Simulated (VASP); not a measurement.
Co: single point with PBE+D3(BJ)

Crystal: Co.

```
CELL_PARAMETERS angstrom
2.47056 0.00000 0.00000
-1.23528 2.13957 0.00000
0.00000 0.00000 8.08823
ATOMIC_POSITIONS crystal
Co 0.66667 0.33333 0.75000
Co 0.00000 0.00000 0.50000
Co 0.33333 0.66667 0.25000
Co 0.00000 0.00000 0.00000
```

```json
{
 "Program": "VASP 6.6.1",
 "Task": "single point",
 "Functional": "PBE",
 "Dispersion": "D3(BJ)",
 "Potentials or basis": "VASP PAW PBE potentials, release 64 (Co)",
 "Cutoff": "520 eV",
 "k mesh": "12 × 12 × 4",
 "Occupations": "fermi-dirac, width 0.05 eV",
 "Spin": "collinear spin, ferromagnetic start",
 "Starting moments": "[2.0, 2.0, 2.0, 2.0] μB"
}
```

The pressure is -2.8 GPa and the net moment is 6.57 μB per cell. The site moments are Co +1.67, +1.65 μB, the valence electrons inside the program's atomic spheres are Co 8.30 and the dispersion energy per atom is -0.423 eV.

Stress tensor (GPa, compression positive):
```
-1.48  0.00  0.00
 0.00 -1.48  0.00
 0.00  0.00 -5.31
```

Levels at points of the mesh, in eV from the Fermi level:
Spin up:
```csv
k point,band 18,band 19,band 20,band 21,band 22,band 23,band 24,band 25,band 26,band 27
"(0.00, 0.00, 0.00)",-1.52,-1.52,-1.20,-1.20,-0.81,-0.81,-0.29,6.25,14.81,14.81
"(0.50, 0.00, 0.00)",-0.56,-0.55,-0.53,0.28,1.39,2.50,3.13,7.05,7.07,10.43
"(0.00, 0.00, 0.50)",-1.67,-1.67,-1.67,-0.98,-0.98,-0.98,-0.98,9.25,9.25,20.89
"(0.50, 0.00, 0.50)",-0.69,-0.57,-0.57,1.25,1.25,2.82,2.82,7.40,7.40,9.35
```
Spin down:
| k point | band 12 | band 13 | band 14 | band 15 | band 16 | band 17 |
| --- | --- | --- | --- | --- | --- | --- |
| (0.00, 0.00, 0.00) | -0.84 | -0.84 | -0.80 | -0.80 | -0.33 | 0.07 |
| (0.50, 0.00, 0.00) | -0.09 | -0.05 | 0.52 | 1.21 | 1.23 | 1.24 |
| (0.00, 0.00, 0.50) | -1.04 | -0.94 | -0.94 | -0.94 | -0.94 | 0.25 |
| (0.50, 0.00, 0.50) | -0.84 | -0.24 | -0.24 | 0.83 | 0.83 | 1.22 |

Run time: 110 s on 1 thread of AMD EPYC 9R14 (Zen 4), on a shared host, peak memory 0.21 GiB.

Caveat: three body term missing; pairwise dispersion overbinds metals, which lowers pressure and volume.
